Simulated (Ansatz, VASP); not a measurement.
## Two plane-wave programs on HfO2

```xyz
3
Lattice="0.0000 2.5575 2.5575 2.5575 0.0000 2.5575 2.5575 2.5575 0.0000" Properties=species:S:1:pos:R:3 pbc="T T T"
Hf   -0.0078   -0.0078   -0.0078
O     1.3221    1.3221    1.3221
O     3.8796    3.8796    3.8796
```

Change from the starting cell: mode 4 (205.5 1/cm) frozen in, largest displacement +0.075 Å.

Alike in both runs: task single point; functional PBE; k mesh 8 × 8 × 8; occupations gaussian, width 0.05 eV; no spin polarisation.

|  | VASP | Ansatz |
| --- | --- | --- |
| version | VASP 6.6.1 | Ansatz 0.2.0 |
| potentials or method | VASP PAW PBE potentials, release 64 (Hf_pv, O), cutoff 520 eV | scalar-relativistic, plane waves, PAW |
| valence electrons in the cell | 22 | 38 |

Ansatz gave:

```
gap on the k mesh at the Fermi level (eV)                     : 3.75
least direct gap on the mesh (eV)                             : 3.75
pressure (GPa)                                                : -1.7
traceless stress, the component that is largest in VASP (GPa) : 0.44
rms of the force components (eV/Å)                            : 0.172
```

Problem. What did VASP give for the same quantities?

Solution. gap on the k mesh at the Fermi level (eV): 3.75; least direct gap on the mesh (eV): 3.75; pressure (GPa): -5.2; traceless stress, the component that is largest in VASP (GPa): 0.44; rms of the force components (eV/Å): 0.161.

Atom by atom the forces differ by 0.011 eV/Å (rms over components). The functional is the same, so the differences come from potentials, cutoffs and numerics. VASP's potentials hold 22 valence electrons a cell and Ansatz's 38, so a difference there can come from the potentials and not from the codes.

Spin-orbit coupling is off throughout.
